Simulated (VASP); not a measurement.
# MgTl2S2 (I4/mmm) in VASP: single point with PBE

Aim: the single point of MgTl2S2 with PBE.

Program: VASP 6.6.1. These are calculated values, not measurements. Logs are shortened: lines on timing, memory, paths and dates and some standing lists are left out, and cuts for length are marked.

**1. The cell of the first run**

The structure is tetragonal, space group I4/mmm (No. 139). The conventional cell has a = 4.230 Å, b = 4.230 Å, c = 14.771 Å, α = 90.00°, β = 90.00°, γ = 90.00°. Within 4.3 Å of Mg (site symmetry 4/mmm) lie 8 S at 3.19 Å and 4 Mg at 4.23 Å and 8 Tl at 4.26 Å. Within 3.9 Å of Tl (site symmetry -4m2) lie 4 Tl at 2.99 Å and 4 S at 3.34 Å. Within 2.9 Å of S (site symmetry 4mm) lie 1 S at 2.22 Å.

**2. Single point, PBE**

The input, INCAR:

```
  PREC = Accurate
  ENCUT = 520
  EDIFF = 1E-6
  ISMEAR = 0
  SIGMA = 0.1
  LREAL = F
  LASPH = T
  NELM = 80
  ALGO = Normal
  ISIF = 2
  LWAVE = F
  LCHARG = F
  GGA = PE
  NBANDS = 28
```

The input, KPOINTS:

```
regular mesh
0
Gamma
  12 12 12
```

The input, POSCAR:

```
MgTl2S2
1.0
   -2.1152464592      2.1152464592      7.3855752012
    2.1152464592     -2.1152464592      7.3855752012
    2.1152464592      2.1152464592     -7.3855752012
Mg Tl S
1 2 2
Direct
    0.0000000000      0.0000000000      0.0000000000
    0.2500000000      0.7500000000      0.5000000000
    0.7500000000      0.2500000000      0.5000000000
    0.5752354364      0.5752354364      0.0000000000
    0.4247645636      0.4247645636      0.0000000000
```

Potentials or basis: VASP PAW PBE potentials, release 64 (Mg, Tl_d, S).

Run with:

```
> cat potpaw_PBE.64/Mg/POTCAR potpaw_PBE.64/Tl_d/POTCAR potpaw_PBE.64/S/POTCAR > POTCAR
> mpirun -np 1 vasp_std > vasp.out
```

OUTCAR:

```text
PREC = Accurate
   ENCUT = 520
   EDIFF = 1E-6
   ISMEAR = 0
   LREAL = F
   LASPH = T
   NELM = 80
   ISIF = 2
   GGA = PE

 ion  position               nearest neighbor table
   1  0.000  0.000  0.000-   4 3.19   4 3.19   4 3.19   5 3.19   4 3.19   5 3.19   5 3.19   5 3.19

   2  0.250  0.750  0.500-   3 2.99   3 2.99   3 2.99   3 2.99   5 3.34   4 3.34   4 3.34   5 3.34

   3  0.750  0.250  0.500-   2 2.99   2 2.99   2 2.99   2 2.99   5 3.34   4 3.34   4 3.34   5 3.34

   4  0.575  0.575  0.000-   5 2.22   1 3.19   1 3.19   1 3.19   1 3.19   3 3.34   2 3.34   3 3.34
                             2 3.34
   5  0.425  0.425  0.000-   4 2.22   1 3.19   1 3.19   1 3.19   1 3.19   2 3.34   3 3.34   2 3.34
                             3 3.34

  LATTYP: Found a body centered tetragonal cell.
 ALAT       =     4.2304929184
 C/A-ratio  =     3.4915908589

  Lattice vectors:

 A1 = (  -2.1152464592,   2.1152464592,   7.3855752012)
 A2 = (   2.1152464592,  -2.1152464592,   7.3855752012)
 A3 = (   2.1152464592,   2.1152464592,  -7.3855752012)

Analysis of symmetry for initial positions (statically):
=====================================================================
 Subroutine PRICEL returns:
 Original cell was already a primitive cell.

 Routine SETGRP: Setting up the symmetry group for a
 body centered tetragonal supercell.

 Subroutine GETGRP returns: Found 16 space group operations
 (whereof 16 operations were pure point group operations)
 out of a pool of 16 trial point group operations.

The static configuration has the point symmetry D_4h.

Analysis of symmetry for dynamics (positions and initial velocities):
=====================================================================
 Subroutine PRICEL returns:
 Original cell was already a primitive cell.

 Routine SETGRP: Setting up the symmetry group for a
 body centered tetragonal supercell.

 Subroutine GETGRP returns: Found 16 space group operations
 (whereof 16 operations were pure point group operations)
 out of a pool of 16 trial point group operations.

The dynamic configuration has the point symmetry D_4h.

 Subroutine INISYM returns: Found 16 space group operations
 (whereof 16 operations are pure point group operations),
 and found     1 'primitive' translations

----------------------------------------------------------------------------------------

[... 97 lines left out ...]
   NELM   =     80;   NELMIN=  2; NELMDL= -5     # of ELM steps
   EDIFF  = 0.1E-05   stopping-criterion for ELM
   LREAL  =      F    real-space projection
   EDIFFG = 0.1E-04   stopping-criterion for IOM
   NSW    =      0    number of steps for IOM
   IBRION =     -1    ionic relax: 0-MD 1-quasi-New 2-CG
   NFREE  =      0    steps in history (QN), initial steepest desc. (CG)
   ISIF   =      2    stress and relaxation
   ISYM   =      2    0-nonsym 1-usesym 2-fastsym
   POTIM  = 0.5000    time-step for ionic-motion
   TEBEG  =    0.0;   TEEND  =   0.0 temperature during run
   PSTRESS=    0.0 pullay stress
   NELECT =      40.0000    total number of electrons
   NUPDOWN=      -1.0000    fix difference up-down
   EMIN   =  10.00;   EMAX   =-10.00  energy-range for DOS
   EFERMI =   0.00;   METHOD = LEGACY
   ISMEAR =     0;   SIGMA  =   0.10  broadening in eV -4-tet -1-fermi 0-gaus
   EFERMI_NEDOS =   21; number of points for ismear=-14 and -15
   IALGO  =     38    algorithm
   IMIX   =      4    mixing-type and parameters
     AMIX     =   0.40;   BMIX     =  1.00
     AMIX_MAG =   1.60;   BMIX_MAG =  1.00
  volume/ion in A,a.u.               =      26.44       178.40
  Fermi-wavevector in a.u.,A,eV,Ry     =   1.099106  2.077008 16.436287  1.208033
  Thomas-Fermi vector in A             =   2.235494
   LORBIT       =      0    0 simple, 1 ext, 2 COOP (PROOUT), +10 PAW based schemes
   GGA     = PE    functional components
   LHFCALC =     F    Hartree Fock is set to
   AEXX    =    0.0000 exact exchange contribution
   IVDW    =     0    specifies the selected vdW correction
   LEPSILON=     F    determine dielectric tensor
   LRPA    =     F    only Hartree local field effects (RPA)
 non-spin polarized calculation
 Gauss-broadening in eV      SIGMA  =   0.10
  energy-cutoff  :      520.00
  volume of cell :      132.18
 maximum number of plane-waves:      3587
   NGX = 29   NGY = 29   NGZ = 29

 number of electron      39.9999998 magnetization

 Free energy of the ion-electron system (eV)
  ---------------------------------------------------
  ext. energy  EPLUGINS =         0.00000000
  ---------------------------------------------------
  free energy    TOTEN  =       -14.21374184 eV

  energy without entropy =      -14.20536294  energy(sigma->0) =      -14.20955239

 E-fermi :   4.8082     XC(G=0):  -9.1870

 val. band max:        4.8030137330   @ k =   0.5000   0.5000   0.3333
 cond. band min:       4.8116012183   @ k =  -0.2500  -0.4167   0.0833
 fundamental gap:      0.0085874853
 Fermi energy:         4.8081963741

 k-point     1 :       0.0000    0.0000    0.0000
  band No.  band energies     occupation
      1      -9.8640      2.00000
      2      -7.9099      2.00000
      3      -7.6301      2.00000
      4      -7.4925      2.00000
      5      -7.1072      2.00000
      6      -7.1072      2.00000
[... 733 lines left out ...]
     27       9.5476      0.00000
     28       9.6986      0.00000

 [... further k-points ...]

------------------------ aborting loop because EDIFF is reached ----------------------------------------

  FORCE on cell =-STRESS in cart. coord.  units (eV):
  Direction    XX          YY          ZZ          XY          YZ          ZX
  --------------------------------------------------------------------------------------
  -------------------------------------------------------------------------------------
  Total       -0.0440083     -0.0440083     -0.2096341      0.0000000      0.0000000      0.0000000
  in kB       -0.5334321     -0.5334321     -2.5410098      0.0000000      0.0000000      0.0000000
  external PRESSURE =      -1.2026246 kB  Pullay stress =       0.0000000 kB

 VOLUME and BASIS-vectors are now :
 -----------------------------------------------------------------------------
  energy-cutoff  :      520.00
  volume of cell :      132.18
      direct lattice vectors                 reciprocal lattice vectors
    -2.115246459  2.115246459  7.385575201     0.000000000  0.236379074  0.067699534
     2.115246459 -2.115246459  7.385575201     0.236379074  0.000000000  0.067699534
     2.115246459  2.115246459 -7.385575201     0.236379074  0.236379074  0.000000000

 POSITION                                       TOTAL-FORCE (eV/Angst)
 -----------------------------------------------------------------------------------
      0.00000      0.00000      0.00000         0.000000      0.000000     -0.000000
      2.11525     -0.00000      3.69279         0.000000      0.000000     -0.000000
     -0.00000      2.11525      3.69279         0.000000      0.000000     -0.000000
      0.00000      0.00000      8.49689        -0.000000     -0.000000     -0.077188
      0.00000      0.00000      6.27426         0.000000      0.000000      0.077188
 -----------------------------------------------------------------------------------
    total drift:                               -0.000000     -0.000000      0.000000

  FREE ENERGIE OF THE ION-ELECTRON SYSTEM (eV)
  ---------------------------------------------------
  free  energy   TOTEN  =       -14.2137418396 eV

  energy  without entropy=      -14.2053629395  energy(sigma->0) =      -14.20955239
```

stdout:

```text
POSCAR found type information on POSCAR MgTlS
 POSCAR found :  3 types and       5 ions
 scaLAPACK will be used
 LDA part: xc-table for (Slater+PW92), standard interpolation
 POSCAR, INCAR and KPOINTS ok, starting setup
 FFT: planning ... GRIDC
 FFT: planning ... GRID_SOFT
 FFT: planning ... GRID
 WAVECAR not read
 entering main loop
```

Wall time 28 min (1 thread of Oxide Virtual Turin-like, shared host); peak memory 0.87 GiB.

What came out:

| Property | Result |
| --- | --- |
| Free energy | -14.2137 eV |
| Pressure | -0.1 GPa |
| Largest force | 0.077 eV/Å |
| Band gap on the k mesh | zero (bands 20 and 21 overlap by 2.84 eV) |

Forces on the atoms (eV/Å):
```
Mg   0.000  0.000  0.000
Tl   0.000  0.000  0.000
Tl   0.000  0.000  0.000
S    0.000  0.000 -0.077
S    0.000  0.000  0.077
```

Stress tensor (GPa, compression positive):
```
-0.05  0.00  0.00
 0.00 -0.05  0.00
 0.00  0.00 -0.25
```

Caveat: spin-orbit coupling is left out, which moves the levels of the heavy elements.
